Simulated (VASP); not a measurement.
Here is a VASP 6.6.1 calculation.

The input INCAR:

```
  ALGO = Normal
  DIPOL = 0.5 0.5 0.500
  EDIFF = 1E-6
  EDIFFG = -0.04
  ENCUT = 520
  GGA = PE
  IBRION = 2
  IDIPOL = 3
  ISIF = 2
  ISMEAR = 0
  LASPH = T
  LCHARG = F
  LDIPOL = T
  LREAL = F
  LWAVE = F
  NELM = 60
  NSW = 60
  PREC = Accurate
  SIGMA = 0.1
```

The input KPOINTS:

```
k-points
0
Gamma
  12 12 1
```

The input POSCAR:

```
Cu
1.0
    2.5561910100      0.0000000000      0.0000000000
   -1.2780955100      2.2137263600      0.0000000000
    0.0000000000      0.0000000000     30.4356058385
Cu
6
Selective dynamics
Direct
    0.6666666700      0.3333333300      0.3285625413  F F F
    0.3333333300      0.6666666700      0.3971375248  F F F
    0.0000000000      0.0000000000      0.4657125083  F F F
    0.6666666700      0.3333333300      0.5342874917  T T T
    0.3333333300      0.6666666700      0.6028624752  T T T
    0.0000000000      0.0000000000      0.6714374587  T T T
```

Potentials or basis: VASP PAW PBE potentials, release 64 (Cu).

Command:

```console
$ cat potpaw_PBE.64/Cu/POTCAR > POTCAR
$ mpirun -np 1 vasp_std > vasp.out
```

(1) Predict the band gap on the k mesh.

Answers

(1) zero (bands 33 and 34 overlap by 5.00 eV).

Caveat: the relaxation stopped at its first step, so nothing moved.
